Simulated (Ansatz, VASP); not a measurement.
BN: VASP beside Ansatz

INCAR

```
SYSTEM = BN
ALGO = Normal ; EDIFF = 1E-6
ENCUT = 600 ; GGA = PE
GGA_COMPAT = .False. ; ISIF = 2
ISMEAR = -1 ; LASPH = .True.
LCHARG = .False. ; LREAL = .False.
LWAVE = .False. ; NBANDS = 11
NELM = 120 ; PREC = Accurate
SIGMA = 0.05
```

KPOINTS

```
k-points
0
Gamma
  14 14 14
  0 0 0
```

POSCAR

```
BN
1.0
    2.3203634545      0.0000000000      0.0000000000
    0.0000000000      2.3203634545      0.0000000000
    0.0000000000      0.0000000000      2.3203634545
B N
1 1
Direct
    0.0000000000      0.0000000000      0.0000000000
    0.5000000000      0.5000000000      0.5000000000
```

Input for Ansatz:

```yaml
crystal:
  lattice:
    - [2.3203634545, 0.0, 0.0]
    - [0.0, 2.3203634545, 0.0]
    - [0.0, 0.0, 2.3203634545]
  atoms:
    - { symbol: B, position: [0.0, 0.0, 0.0] }
    - { symbol: "N", position: [0.5, 0.5, 0.5] }
kpoints:
  mp_grid: { grid: [14, 14, 14] }
scf:
  occupations: { method: fermi_dirac, width: 0.05 }
hamiltonian:
  xc: pbe
  pseudopotentials: { kind: all_electron, datasets: crystal }
output:
  forces: true
  stress: true
  eigenvalues: true
```

Change from the starting cell: volume scaled by 1, crystal datasets.

Alike in both runs: task single point; functional PBE; k mesh 14 × 14 × 14; occupations fermi-dirac, width 0.05 eV; no spin polarisation.

|  | VASP | Ansatz |
| --- | --- | --- |
| version | VASP 6.6.1 | Ansatz 0.2.0 |
| potentials or method | VASP PAW PBE potentials, release 64 (B, N), cutoff 600 eV | all-electron PAW with datasets made for the crystal, scalar-relativistic |

|  | VASP | Ansatz | Ansatz less VASP |
| --- | --- | --- | --- |
| pressure (GPa) | -0.4 | -0.1 | +0.31 |

Ansatz ran all-electron here, and VASP with PAW potentials.
